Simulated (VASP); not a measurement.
A run of VASP 6.6.1:

Contents of INCAR:

```
SYSTEM = Ti4S
  PREC = Accurate
  ENCUT = 520
  EDIFF = 1E-7
  ISMEAR = 0
  SIGMA = 0.1
  LREAL = .FALSE.
  LASPH = .TRUE.
  NELM = 80
  ALGO = Normal
  ISIF = 2
  LWAVE = .FALSE.
  LCHARG = .FALSE.
  LDIPOL = .TRUE.
  IDIPOL = 3
  DIPOL = 0.5 0.5 0.347
  GGA = PE
  IBRION = 2
  NSW = 36
  EDIFFG = -0.025
```

File KPOINTS:

```
regular mesh
0
G
  8 8 1
  0 0 0
```

The input POSCAR:

```
Ti4S
1.0
    3.2553359259      0.0000000000      0.0000000000
    0.0000000000      3.2553359259      0.0000000000
    0.0000000000      0.0000000000     20.1793674375
Ti S
4 1
Selective dynamics
Direct
    0.5000000000      0.5000000000      0.1982222690  F F F
    0.0000000000      0.0000000000      0.2788822782  F F F
    0.5000000000      0.5000000000      0.3551865247  F F F
    0.0000000000      0.0000000000      0.4301109767  F F F
    0.5000000000      0.5000000000      0.4707465418  F F T
```

Potentials or basis: VASP PAW PBE potentials, release 64 (Ti_sv, S).

Run with:

```sh
$ cat potpaw_PBE.64/Ti_sv/POTCAR potpaw_PBE.64/S/POTCAR > POTCAR
$ mpirun -np 1 vasp_std > vasp.out
```

Hardware: 1 thread of AMD EPYC 7R13, with other jobs on the host.

**Question.** Estimate the wall time of this run.

**Answer.** It took 11 min on 1 thread of AMD EPYC 7R13, with other jobs on the host, peak memory 0.3 GiB. Counts: scf iterations 68, k points 15, ion steps 3.
